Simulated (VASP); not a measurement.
# TiO2 (P3_121) in VASP: notebook, part 2 of 2

VASP 6.6.1. The steps go on from the part before.

## 3. Relaxation of the atoms, PBE

This run uses another cell than the first one, of 17.52 Å³/atom.

INCAR reads:

```
ALGO = Normal
EDIFF = 1E-6
EDIFFG = -0.01
ENCUT = 520
GGA = PE
IBRION = 2
ISIF = 2
ISMEAR = -1
LASPH = T
LCHARG = F
LREAL = F
LWAVE = F
NELM = 80
NSW = 60
PREC = Accurate
SIGMA = 0.05
```

KPOINTS reads:

```
k-points
0
Gamma
  5 5 4
```

POSCAR reads:

```
TiO2
1.0
    5.4705782808      0.0000000000      0.0000000000
   -2.7352891404      4.7376597645      0.0000000000
    0.0000000000      0.0000000000      6.0824678800
Ti O
3 6
Direct
    0.4669367500      0.0000000000      0.3333333333
    0.0000000000      0.4669367500      0.6666666667
    0.5330632500      0.5330632500      0.0000000000
    0.5810657200      0.8514331800      0.1206639333
    0.7296325400      0.1485668200      0.5460027333
    0.2703674600      0.4189342800      0.7873306000
    0.8514331800      0.5810657200      0.8793360667
    0.1485668200      0.7296325400      0.4539972667
    0.4189342800      0.2703674600      0.2126694000
```

Potentials or basis: VASP PAW PBE potentials, release 64 (Ti_sv, O).

The run is started by

```console
$ cat potpaw_PBE.64/Ti_sv/POTCAR potpaw_PBE.64/O/POTCAR > POTCAR
$ mpirun -np 1 vasp_std > vasp.out
```

OUTCAR:

```text
EDIFF = 1E-6
   EDIFFG = -0.01
   ENCUT = 520
   GGA = PE
   IBRION = 2
   ISIF = 2
   ISMEAR = -1
   LASPH = T
   LREAL = F
   NELM = 80
   NSW = 60
   PREC = Accurate

 ion  position               nearest neighbor table
   1  0.467  0.000  0.333-   9 1.78   8 1.78   4 1.80   5 1.80
   2  0.000  0.467  0.667-   6 1.78   5 1.78   8 1.80   7 1.80
   3  0.533  0.533  0.000-   4 1.78   7 1.78   9 1.80   6 1.80
   4  0.581  0.851  0.121-   3 1.78   1 1.80
   5  0.730  0.149  0.546-   2 1.78   1 1.80
   6  0.270  0.419  0.787-   2 1.78   3 1.80
   7  0.851  0.581  0.879-   3 1.78   2 1.80
   8  0.149  0.730  0.454-   1 1.78   2 1.80
   9  0.419  0.270  0.213-   1 1.78   3 1.80

  LATTYP: Found a hexagonal cell.
 ALAT       =     5.4705782808
 C/A-ratio  =     1.1118509905

  Lattice vectors:

 A1 = (   5.4705782808,   0.0000000000,   0.0000000000)
 A2 = (  -2.7352891404,   4.7376597645,   0.0000000000)
 A3 = (   0.0000000000,   0.0000000000,   6.0824678800)

Analysis of symmetry for initial positions (statically):
=====================================================================
 Subroutine PRICEL returns:
 Original cell was already a primitive cell.

 Routine SETGRP: Setting up the symmetry group for a
 hexagonal supercell.

 Subroutine GETGRP returns: Found  6 space group operations
 (whereof  2 operations were pure point group operations)
 out of a pool of 24 trial point group operations.

The static configuration has the point symmetry C_2 .
 The point group associated with its full space group is D_3 .

Analysis of symmetry for dynamics (positions and initial velocities):
=====================================================================
 Subroutine PRICEL returns:
 Original cell was already a primitive cell.

 Routine SETGRP: Setting up the symmetry group for a
 hexagonal supercell.

 Subroutine GETGRP returns: Found  6 space group operations
 (whereof  2 operations were pure point group operations)
 out of a pool of 24 trial point group operations.

The dynamic configuration has the point symmetry C_2 .
 The point group associated with its full space group is D_3 .

 Subroutine INISYM returns: Found  6 space group operations
 (whereof  2 operations are pure point group operations),
 and found     1 'primitive' translations

----------------------------------------------------------------------------------------

                                     Primitive cell

  volume of cell :     157.6438

  direct lattice vectors                    reciprocal lattice vectors
     5.470578281  0.000000000  0.000000000     0.182796032  0.105537338  0.000000000
    -2.735289140  4.737659765  0.000000000     0.000000000  0.211074676  0.000000000
     0.000000000  0.000000000  6.082467880     0.000000000  0.000000000  0.164406951

  length of vectors
     5.470578281  5.470578281  6.082467880     0.211074676  0.211074676  0.164406951

  position of ions in fractional coordinates (direct lattice)
     0.466936750  0.000000000  0.333333333
     0.000000000  0.466936750  0.666666667
     0.533063250  0.533063250  0.000000000
     0.581065720  0.851433180  0.120663933
     0.729632540  0.148566820  0.546002733
     0.270367460  0.418934280  0.787330600
     0.851433180  0.581065720  0.879336067
     0.148566820  0.729632540  0.453997267
[... 43 lines left out ...]
  0.200000  0.000000  0.000000      6.000000
  0.400000  0.000000  0.000000      6.000000
  0.200000  0.200000  0.000000      6.000000
  0.400000  0.200000  0.000000      6.000000
  0.000000  0.000000  0.250000      2.000000
[... 9 lines left out ...]
  0.200000  0.200000  0.500000      6.000000
  0.400000  0.200000  0.500000      6.000000
   k-points           NKPTS =     17   k-points in BZ     NKDIM =     17   number of bands    NBANDS=     43
   number of dos      NEDOS =    301   number of ions     NIONS =      9
   total plane-waves  NPLWV =  84672
   dimension x,y,z NGX =    42 NGY =   42 NGZ =   48
   dimension x,y,z NGXF=    84 NGYF=   84 NGZF=   96
   ions per type =               3   6
   NGX,Y,Z   is equivalent  to a cutoff of  12.76, 12.76, 13.12 a.u.
   NGXF,Y,Z  is equivalent  to a cutoff of  25.53, 25.53, 26.24 a.u.
 SYSTEM =  unknown system
   PREC   = accura    normal or accurate (medium, high low for compatibility)
   ISTART =      0    job   : 0-new  1-cont  2-samecut
   ICHARG =      2    charge: 1-file 2-atom 10-const
   ISPIN  =      1    spin polarized calculation?
   LNONCOLLINEAR =      F non collinear calculations
   LSORBIT =      F    spin-orbit coupling
   LASPH  =      T    aspherical Exc in radial PAW
   ENCUT  =  520.0 eV  38.22 Ry    6.18 a.u.  10.17 10.17 11.31*2*pi/ulx,y,z
   NELM   =     80;   NELMIN=  2; NELMDL= -5     # of ELM steps
   EDIFF  = 0.1E-05   stopping-criterion for ELM
   LREAL  =      F    real-space projection
   EDIFFG = -.1E-01   stopping-criterion for IOM
   NSW    =     60    number of steps for IOM
   IBRION =      2    ionic relax: 0-MD 1-quasi-New 2-CG
   NFREE  =      1    steps in history (QN), initial steepest desc. (CG)
   ISIF   =      2    stress and relaxation
   ISYM   =      2    0-nonsym 1-usesym 2-fastsym
   POTIM  = 0.5000    time-step for ionic-motion
   TEBEG  =    0.0;   TEEND  =   0.0 temperature during run
   PSTRESS=    0.0 pullay stress
   NELECT =      72.0000    total number of electrons
   NUPDOWN=      -1.0000    fix difference up-down
   EMIN   =  10.00;   EMAX   =-10.00  energy-range for DOS
   EFERMI =   0.00;   METHOD = LEGACY
   ISMEAR =    -1;   SIGMA  =   0.05  broadening in eV -4-tet -1-fermi 0-gaus
   EFERMI_NEDOS =   21; number of points for ismear=-14 and -15
   IALGO  =     38    algorithm
   IMIX   =      4    mixing-type and parameters
     AMIX     =   0.40;   BMIX     =  1.00
     AMIX_MAG =   1.60;   BMIX_MAG =  1.00
  volume/ion in A,a.u.               =      17.52       118.20
  Fermi-wavevector in a.u.,A,eV,Ry     =   1.260743  2.382459 21.626104  1.589474
  Thomas-Fermi vector in A             =   2.394238
   LORBIT       =      0    0 simple, 1 ext, 2 COOP (PROOUT), +10 PAW based schemes
   GGA     = PE    functional components
   LHFCALC =     F    Hartree Fock is set to
   AEXX    =    0.0000 exact exchange contribution
   IVDW    =     0    specifies the selected vdW correction
   LEPSILON=     F    determine dielectric tensor
   LRPA    =     F    only Hartree local field effects (RPA)
 conjugate gradient relaxation of ions
 non-spin polarized calculation
  energy-cutoff  :      520.00
  volume of cell :      157.64
 maximum number of plane-waves:      4258
 NGX is ok and might be reduce to    42
   NGX = 21   NGY = 21   NGZ = 23

--------------------------------------- Ionic step        1  -------------------------------------------

 number of electron      72.0000004 magnetization

 Free energy of the ion-electron system (eV)
  ---------------------------------------------------
  ext. energy  EPLUGINS =         0.00000000
  ---------------------------------------------------
  free energy    TOTEN  =       -80.19500128 eV

  energy without entropy =      -80.19500128  energy(sigma->0) =      -80.19500128

------------------------ aborting loop because EDIFF is reached ----------------------------------------

  FORCE on cell =-STRESS in cart. coord.  units (eV):
  Direction    XX          YY          ZZ          XY          YZ          ZX
  --------------------------------------------------------------------------------------
  -------------------------------------------------------------------------------------
  Total        7.5649047      7.5649047      6.7584085      0.0000000     -0.0000000      0.0000000
  in kB       76.8842027     76.8842027     68.6875602      0.0000000     -0.0000000      0.0000000
  external PRESSURE =      74.1519885 kB  Pullay stress =       0.0000000 kB
[... 110 lines left out ...]
  FREE ENERGIE OF THE ION-ELECTRON SYSTEM (eV)
  ---------------------------------------------------
  free  energy   TOTEN  =       -80.2708103852 eV

  energy  without entropy=      -80.2708103852  energy(sigma->0) =      -80.27081039

[... ionic steps 4 to 12 ...]

--------------------------------------- Ionic step       13  -------------------------------------------

 number of electron      72.0000006 magnetization

------------------------ aborting loop because EDIFF is reached ----------------------------------------
[... 81 lines left out ...]
--------------------------------------- Ionic step       15  -------------------------------------------

 number of electron      71.9999982 magnetization

 Free energy of the ion-electron system (eV)
  ---------------------------------------------------
  ext. energy  EPLUGINS =         0.00000000
  ---------------------------------------------------
  free energy    TOTEN  =       -80.34109049 eV

  energy without entropy =      -80.34109049  energy(sigma->0) =      -80.34109049

 E-fermi :   0.4280     XC(G=0):  -8.2504

 val. band max:       -0.7780714089   @ k =   0.0000   0.0000   0.5000
 cond. band min:       2.7845400133   @ k =   0.0000   0.0000   0.5000
 fundamental gap:      3.5626114222
 Fermi energy:         0.4280406205

 k-point     1 :       0.0000    0.0000    0.0000
  band No.  band energies     occupation
      1     -56.0836      2.00000
      2     -56.0696      2.00000
      3     -56.0696      2.00000
      4     -32.5204      2.00000
      5     -32.4934      2.00000
      6     -32.4934      2.00000
[... 807 lines left out ...]
  FREE ENERGIE OF THE ION-ELECTRON SYSTEM (eV)
  ---------------------------------------------------
  free  energy   TOTEN  =       -80.3410904868 eV

  energy  without entropy=      -80.3410904868  energy(sigma->0) =      -80.34109049

 reached required accuracy - stopping structural energy minimisation
```

Wall time 30 min (1 thread of Oxide Virtual Turin-like, shared host); peak memory 0.29 GiB.

What came out:

- Free energy: -80.3411 eV
- Energy gained by relaxing: 16.2 meV/atom
- Ionic steps: 15
- Pressure after relaxing: 1.3 GPa
- Largest force after relaxing: 0.007 eV/Å
- Band gap on the k mesh: 3.56 eV

Forces on the atoms (eV/Å):
```
Ti   0.000  0.000  0.000
Ti   0.000  0.000  0.000
Ti   0.000  0.000  0.000
O    0.001  0.003  0.006
O    0.001 -0.003 -0.006
O    0.002 -0.002  0.006
O    0.002  0.002 -0.006
O   -0.003 -0.001  0.006
O   -0.003  0.001 -0.006
```

Stress tensor (GPa, compression positive):
```
1.54 0.00 0.00
0.00 1.54 0.00
0.00 0.00 0.83
```

The path:
| step | energy change (eV) | largest force (eV/Å) | pressure (GPa) |
| --- | --- | --- | --- |
| 1 | 0.0000 | 0.5441 | 7.42 |
| 2 | -0.0627 | 0.3700 | 5.76 |
| 3 | -0.0758 | 0.5970 | 4.59 |
| 4 | -0.1097 | 0.3087 | 3.30 |
| 5 | -0.1169 | 0.1375 | 2.38 |
| 6 | -0.1207 | 0.1310 | 2.42 |
| 7 | -0.1290 | 0.1420 | 2.52 |
| 8 | -0.1324 | 0.2531 | 2.68 |
| 9 | -0.1332 | 0.2049 | 2.63 |
| 10 | -0.1359 | 0.1711 | 2.59 |
| 11 | -0.1405 | 0.1008 | 2.48 |
| 12 | -0.1410 | 0.1018 | 2.43 |
| 13 | -0.1420 | 0.0912 | 2.33 |
| 14 | -0.1443 | 0.0605 | 1.99 |
| 15 | -0.1461 | 0.0071 | 1.30 |

Final structure:
```cif
data_structure
_symmetry_space_group_name_H-M 'P 1'
_symmetry_Int_Tables_number 1
_cell_length_a 5.4706
_cell_length_b 5.4706
_cell_length_c 6.0825
_cell_angle_alpha 90.000
_cell_angle_beta 90.000
_cell_angle_gamma 120.000
_cell_volume 157.64
loop_
_atom_site_label
_atom_site_type_symbol
_atom_site_fract_x
_atom_site_fract_y
_atom_site_fract_z
_atom_site_occupancy
Ti1 Ti 0.45930 0.00000 0.33333 1
Ti2 Ti 0.00000 0.45930 0.66667 1
Ti3 Ti 0.54070 0.54070 0.00000 1
O1 O 0.58610 0.86958 0.11067 1
O2 O 0.71652 0.13042 0.55599 1
O3 O 0.28348 0.41390 0.77734 1
O4 O 0.86958 0.58610 0.88933 1
O5 O 0.13042 0.71652 0.44401 1
O6 O 0.41390 0.28348 0.22266 1
```

A k mesh can miss the band edges.
